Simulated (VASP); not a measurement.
NbRu3: relaxation of cell and atoms with LDA

Crystal: NbRu3.

```
CELL_PARAMETERS angstrom
3.88000 0.00000 0.00000
0.00000 3.88000 0.00000
0.00000 0.00000 3.88000
ATOMIC_POSITIONS crystal
Nb 0.00000 0.00000 0.00000
Ru 0.00000 0.50000 0.50000
Ru 0.50000 0.00000 0.50000
Ru 0.50000 0.50000 0.00000
```

```
Program                : VASP 6.6.1
Task                   : relaxation of cell and atoms
Functional             : LDA
Potentials or basis    : VASP PAW LDA potentials, release 64 (Nb_sv, Ru_pv)
Cutoff                 : 600 eV
k mesh                 : 5 × 5 × 5
Occupations            : fermi-dirac, width 0.1 eV
Spin                   : no spin polarisation
Dipole correction      : no
Further INCAR settings : ALGO = Normal; EDIFF = 1e-06; IBRION = 2; EDIFFG = -0.01; NSW = 60; ISIF = 3
```

| Item | Value |
| --- | --- |
| Relaxed volume | 14.07 Å³/atom |
| Relaxed cell | a = 3.832 Å, b = 3.832 Å, c = 3.832 Å, α = 90.00°, β = 90.00°, γ = 90.00° |
| Space group after relaxing (to 0.05 Å) | Pm-3m (No. 221) |
| Energy gained by relaxing | 18.7 meV/atom |
| Ionic steps | 4 |
| Pressure after relaxing | -0.1 GPa |

Step by step:
```
step  energy change (eV)  largest force (eV/Å)  pressure (GPa)  volume (Å³)
   1              0.0000                0.0000          -10.75        58.41
   2              0.6131                0.0000           42.37        50.51
   3             -0.0749                0.0000           -0.49        56.34
   4             -0.0750                0.0000           -0.09        56.26
```

Final structure:
```
CELL_PARAMETERS angstrom
3.83187 0.00000 0.00000
0.00000 3.83187 0.00000
0.00000 0.00000 3.83187
ATOMIC_POSITIONS crystal
Nb 0.00000 0.00000 0.00000
Ru 0.00000 0.50000 0.50000
Ru 0.50000 0.00000 0.50000
Ru 0.50000 0.50000 0.00000
```

Levels at points of the mesh, in eV from the Fermi level:
```tsv
k point	band 24	band 25	band 26	band 27	band 28	band 29	band 30	band 31
(0.00, 0.00, 0.00)	0.49	0.49	1.86	2.43	2.43	2.43	3.79	3.79
```

It took 85 s on 1 thread of Intel(R) Xeon(R) Platinum 8259CL CPU @ 2.50GHz (Skylake/Cascade Lake) (shared host), peak memory 0.17 GiB.

LDA usually gives volumes a few per cent too small. Zero-point motion and thermal expansion aren't in these numbers.
